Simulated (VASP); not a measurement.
# AlN (I4mm) in VASP: single point with PBEsol

Aim: the single point of AlN with PBEsol.

Everything below comes from runs of VASP 6.6.1. Logs are shortened: lines on timing, memory, paths and dates and some standing lists are left out, and cuts for length are marked.

## (1) The cell of the first run

It takes space group I4mm (No. 107, tetragonal). Conventional cell: a = 2.860 Å, b = 2.860 Å, c = 4.045 Å, α = 90.00°, β = 90.00°, γ = 90.00°. Within 2.6 Å of Al (site symmetry 4mm) lie 6 N at 1.97 to 2.07 Å. N (site symmetry 4mm) has 6 Al at 1.97 to 2.07 Å within 2.6 Å.

## (2) Single point, PBEsol (atom 2 (N) moved 0.05 Å along z)

File INCAR:

```
SYSTEM = AlN
ALGO = Normal
EDIFF = 1E-6
ENCUT = 520
GGA = PS
ISIF = 2
ISMEAR = 0
LASPH = .True.
LCHARG = .True.
LELF = .True.
LREAL = .False.
LVHAR = .True.
LWAVE = .False.
NBANDS = 11
NELM = 80
PREC = Accurate
SIGMA = 0.05
```

File KPOINTS:

```
k-points
0
Gamma
  14 14 14
  0 0 0
```

File POSCAR:

```
AlN
1.0
    0.0000000000      2.0226146461      2.0226146461
    2.0226146461      0.0000000000      2.0226146461
    2.0226146461      2.0226146461      0.0000000000
Al N
1 1
Direct
    0.0000000000      0.0000000000      0.0000000000
    0.5123602388      0.5123602388      0.4876397612
```

Potentials or basis: VASP PAW PBE potentials, release 64 (Al, N).

Command:

```
$ cat potpaw_PBE.64/Al/POTCAR potpaw_PBE.64/N/POTCAR > POTCAR
$ mpirun -np 1 vasp_std > vasp.out
```

OUTCAR:

```text
SYSTEM = AlN
   EDIFF = 1E-6
   ENCUT = 520
   GGA = PS
   ISIF = 2
   ISMEAR = 0
   LASPH = .True.
   LREAL = .False.
   NELM = 80
   PREC = Accurate

 ion  position               nearest neighbor table
   1  0.000  0.000  0.000-   2 1.97   2 2.02   2 2.02   2 2.02   2 2.02   2 2.07
   2  0.512  0.512  0.488-   1 1.97   1 2.02   1 2.02   1 2.02   1 2.02   1 2.07

  LATTYP: Found a face centered cubic cell.
 ALAT       =     4.0452292922

  Lattice vectors:

 A1 = (   0.0000000000,   2.0226146461,   2.0226146461)
 A2 = (   2.0226146461,   0.0000000000,   2.0226146461)
 A3 = (   2.0226146461,   2.0226146461,   0.0000000000)

Analysis of symmetry for initial positions (statically):
=====================================================================
 Subroutine PRICEL returns:
 Original cell was already a primitive cell.

 Routine SETGRP: Setting up the symmetry group for a
 face centered cubic supercell.

 Subroutine GETGRP returns: Found  8 space group operations
 (whereof  8 operations were pure point group operations)
 out of a pool of 48 trial point group operations.

The static configuration has the point symmetry C_4v.

Analysis of symmetry for dynamics (positions and initial velocities):
=====================================================================
 Subroutine PRICEL returns:
 Original cell was already a primitive cell.

 Routine SETGRP: Setting up the symmetry group for a
 face centered cubic supercell.

 Subroutine GETGRP returns: Found  8 space group operations
 (whereof  8 operations were pure point group operations)
 out of a pool of 48 trial point group operations.

The dynamic configuration has the point symmetry C_4v.

 Subroutine INISYM returns: Found  8 space group operations
 (whereof  8 operations are pure point group operations),
 and found     1 'primitive' translations

----------------------------------------------------------------------------------------

                                     Primitive cell

  volume of cell :      16.5489

  direct lattice vectors                    reciprocal lattice vectors
     0.000000000  2.022614646  2.022614646    -0.247204776  0.247204776  0.247204776
     2.022614646  0.000000000  2.022614646     0.247204776 -0.247204776  0.247204776
     2.022614646  2.022614646  0.000000000     0.247204776  0.247204776 -0.247204776

  length of vectors
     2.860409064  2.860409064  2.860409064     0.428171231  0.428171231  0.428171231

[... 88 lines left out ...]
   POTIM  = 0.5000    time-step for ionic-motion
   TEBEG  =    0.0;   TEEND  =   0.0 temperature during run
   PSTRESS=    0.0 pullay stress
   NELECT =       8.0000    total number of electrons
   NUPDOWN=      -1.0000    fix difference up-down
   EMIN   =  10.00;   EMAX   =-10.00  energy-range for DOS
   EFERMI =   0.00;   METHOD = LEGACY
   ISMEAR =     0;   SIGMA  =   0.05  broadening in eV -4-tet -1-fermi 0-gaus
   EFERMI_NEDOS =   21; number of points for ismear=-14 and -15
   IALGO  =     38    algorithm
   IMIX   =      4    mixing-type and parameters
     AMIX     =   0.40;   BMIX     =  1.00
     AMIX_MAG =   1.60;   BMIX_MAG =  1.00
  volume/ion in A,a.u.               =       8.27        55.84
  Fermi-wavevector in a.u.,A,eV,Ry     =   1.284838  2.427992 22.460613  1.650808
  Thomas-Fermi vector in A             =   2.417008
   LORBIT       =      0    0 simple, 1 ext, 2 COOP (PROOUT), +10 PAW based schemes
   GGA     = PS    functional components
   LHFCALC =     F    Hartree Fock is set to
   AEXX    =    0.0000 exact exchange contribution
   IVDW    =     0    specifies the selected vdW correction
   LEPSILON=     F    determine dielectric tensor
   LRPA    =     F    only Hartree local field effects (RPA)
 non-spin polarized calculation
 Gauss-broadening in eV      SIGMA  =   0.05
  energy-cutoff  :      520.00
  volume of cell :       16.55
 maximum number of plane-waves:       459
 NGX is ok and might be reduce to    24
   NGX = 11   NGY = 11   NGZ = 11

 number of electron       8.0000000 magnetization

 Free energy of the ion-electron system (eV)
  ---------------------------------------------------
  ext. energy  EPLUGINS =         0.00000000
  ---------------------------------------------------
  free energy    TOTEN  =       -15.43967690 eV

  energy without entropy =      -15.43967690  energy(sigma->0) =      -15.43967690

 E-fermi :  10.1286     XC(G=0): -12.4445

 val. band max:        9.8648364041   @ k =   0.0000   0.0000   0.0000
 cond. band min:      14.3980004380   @ k =   0.0000   0.5000   0.5000
 fundamental gap:      4.5331640339
 Fermi energy:        10.1285710772

 k-point     1 :       0.0000    0.0000    0.0000
  band No.  band energies     occupation
      1      -7.6707      2.00000
      2       9.8539      2.00000
      3       9.8648      2.00000
      4       9.8648      2.00000
      5      15.5085      0.00000
      6      21.8941      0.00000
      7      21.8961      0.00000
      8      21.8961      0.00000
      9      26.9563      0.00000
     10      27.5424      0.00000
     11      27.5474      0.00000
[... 309 lines left out ...]
 k-point    24 :       0.0000   -0.4286    0.0714
  band No.  band energies     occupation
      1      -4.4512      2.00000
      2       1.8183      2.00000
      3       8.3041      2.00000
      4       8.7663      2.00000
      5      16.3381      0.00000
      6      20.2608      0.00000
      7      20.9864      0.00000
      8      22.9416      0.00000
      9      26.6157      0.00000
     10      29.5336      0.00000
     11      30.0880      0.00000

 [... further k-points ...]

------------------------ aborting loop because EDIFF is reached ----------------------------------------

  FORCE on cell =-STRESS in cart. coord.  units (eV):
  Direction    XX          YY          ZZ          XY          YZ          ZX
  --------------------------------------------------------------------------------------
  -------------------------------------------------------------------------------------
  Total       -0.0197718     -0.0197718      0.1384153      0.0000000      0.0000000      0.0000000
  in kB       -1.9142046     -1.9142046     13.4006347      0.0000000      0.0000000      0.0000000
  external PRESSURE =       3.1907418 kB  Pullay stress =       0.0000000 kB

 VOLUME and BASIS-vectors are now :
 -----------------------------------------------------------------------------
  energy-cutoff  :      520.00
  volume of cell :       16.55
      direct lattice vectors                 reciprocal lattice vectors
     0.000000000  2.022614646  2.022614646    -0.247204776  0.247204776  0.247204776
     2.022614646  0.000000000  2.022614646     0.247204776 -0.247204776  0.247204776
     2.022614646  2.022614646  0.000000000     0.247204776  0.247204776 -0.247204776

 POSITION                                       TOTAL-FORCE (eV/Angst)
 -----------------------------------------------------------------------------------
      0.00000      0.00000      0.00000         0.000000      0.000000      0.374605
      2.02261      2.02261      2.07261         0.000000      0.000000     -0.374605
 -----------------------------------------------------------------------------------
    total drift:                                0.000000      0.000000     -0.000056

  FREE ENERGIE OF THE ION-ELECTRON SYSTEM (eV)
  ---------------------------------------------------
  free  energy   TOTEN  =       -15.4396769025 eV

  energy  without entropy=      -15.4396769025  energy(sigma->0) =      -15.43967690
```

OSZICAR:

```text
N       E                     dE             d eps       ncg     rms          rms(c)
DAV:   1     0.956715214844E+01    0.95672E+01   -0.40460E+03  5475   0.624E+02
DAV:   2    -0.163186151999E+02   -0.25886E+02   -0.24644E+02  6570   0.138E+02
DAV:   3    -0.170573675234E+02   -0.73875E+00   -0.73740E+00  6475   0.212E+01
DAV:   4    -0.170602725521E+02   -0.29050E-02   -0.29048E-02  6034   0.145E+00
DAV:   5    -0.170602966207E+02   -0.24069E-04   -0.24068E-04  6374   0.126E-01    0.730E+00
DAV:   6    -0.154803706099E+02    0.15799E+01   -0.67675E+00  5953   0.136E+01    0.273E+00
DAV:   7    -0.154533790919E+02    0.26992E-01   -0.16168E-01  5968   0.288E+00    0.175E+00
DAV:   8    -0.154399965421E+02    0.13383E-01   -0.14201E-02  5743   0.105E+00    0.344E-01
DAV:   9    -0.154396587577E+02    0.33778E-03   -0.14931E-03  6265   0.232E-01    0.155E-01
DAV:  10    -0.154396805185E+02   -0.21761E-04   -0.79146E-05  5958   0.660E-02    0.342E-02
DAV:  11    -0.154396769425E+02    0.35760E-05   -0.11919E-05  6052   0.216E-02    0.475E-03
DAV:  12    -0.154396769025E+02    0.39969E-07   -0.26643E-07  3164   0.452E-03
   1 F= -.15439677E+02 E0= -.15439677E+02  d E =-.177826E-16
```

Wall time 54 s (1 thread of Intel Xeon 8259CL, shared host); peak memory 0.16 GiB.

What came out:

- Free energy: -15.4397 eV
- Pressure: 0.3 GPa
- Largest force: 0.375 eV/Å
- Band gap on the k mesh: 4.53 eV (least direct gap 5.64 eV)

Forces in eV/Å, atoms in the order of the input:
```
Al   0.000  0.000  0.375
N    0.000  0.000 -0.375
```

Stress tensor (GPa, compression positive):
```
-0.19  0.00  0.00
 0.00 -0.19  0.00
 0.00  0.00  1.34
```

Caveat: the cell differs from its parent crystal (atom 2 (N) moved 0.05 Å along z); the PAW data sets were made with another functional, which shifts forces and pressure a little. A k mesh can miss the band edges.
